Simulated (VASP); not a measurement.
Input of a VASP 6.6.1 run:

INCAR

```
  PREC = Accurate
  ENCUT = 520
  EDIFF = 1E-6
  ISMEAR = 0
  SIGMA = 0.1
  LREAL = F
  LASPH = T
  NELM = 100
  ALGO = Normal
  ISIF = 2
  LWAVE = F
  LCHARG = F
  GGA = PE
  NBANDS = 34
```

File KPOINTS:

```
Automatic mesh
0
Gamma
  8 8 8
```

POSCAR

```
BiAs2
1.0
    0.0000000000      4.1146941557      4.1146941557
    4.1146941557      0.0000000000      4.1146941557
    4.1146941557      4.1146941557      0.0000000000
Bi As
2 4
Direct
    0.0000000000      0.0000000000      0.0000000000
    0.2500000000      0.2500000000      0.2500000000
    0.6250000000      0.6250000000      0.6250000000
    0.1250000000      0.6250000000      0.6250000000
    0.6250000000      0.6250000000      0.1250000000
    0.6250000000      0.1250000000      0.6250000000
```

Potentials or basis: VASP PAW PBE potentials, release 64 (Bi_d, As).

The run is started by

```bash
$ cat potpaw_PBE.64/Bi_d/POTCAR potpaw_PBE.64/As/POTCAR > POTCAR
$ mpirun -np 1 vasp_std > vasp.out
```

Q: Estimate the pressure.

A: 0.0 GPa.

Q: Predict the band gap on the k mesh.

A: Zero (band 25 reaches 7.66 eV, above the bottom of band 26 at 6.08 eV).

Caveat: spin-orbit coupling is left out, which moves the levels of the heavy elements.
